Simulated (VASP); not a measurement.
Wanted: the native input for a VASP 6.6.1 run.

- Task: single point
- Functional: LDA
- Potentials or basis: VASP PAW LDA potentials, release 64 (Mg, S)
- Cutoff: 520 eV
- k mesh: 8 × 8 × 8
- Occupations: gaussian, width 0.01 eV
- Spin: no spin polarisation
- Dipole correction: no
- Further INCAR settings: ALGO = Normal; EDIFF = 1e-07; NBANDS = 11

The structure of MgS lies in POSCAR:

```
MgS
1.0
    2.5033509844      2.5033509844      0.0000000000
   -2.5033509844      2.5033509844      0.0000000000
    0.0000000000      2.5033509844      2.5033509844
Mg S
1 1
Direct
    0.0000000000      0.0000000000      0.0000000000
    0.5000000000      0.5000000000      0.0000000000
```

These files were run (other wordings do the same):

INCAR

```
SYSTEM = MgS
ALGO = Normal ; EDIFF = 1E-7
ENCUT = 520 ; GGA = CA
ISIF = 2 ; ISMEAR = 0
LASPH = .TRUE. ; LCHARG = .FALSE.
LREAL = .FALSE. ; LWAVE = .FALSE.
NBANDS = 11 ; NELM = 100
PREC = Accurate ; SIGMA = 0.01
```

KPOINTS

```
k-points
0
G
  8 8 8
  0 0 0
```

Potentials or basis: VASP PAW LDA potentials, release 64 (Mg, S).

Run with:

```bash
$ cat potpaw_LDA.64/Mg/POTCAR potpaw_LDA.64/S/POTCAR > POTCAR
$ mpirun -np 1 vasp_std > vasp.out
```

Results of the run:

The pressure is 6.4 GPa. The band gap on the k mesh is 2.80 eV, indirect (least direct gap 4.47 eV).

Run time: 11 s on 1 thread of Intel(R) Xeon(R) Platinum 8259CL CPU @ 2.50GHz (Skylake/Cascade Lake) (shared host), peak memory 0.14 GiB.
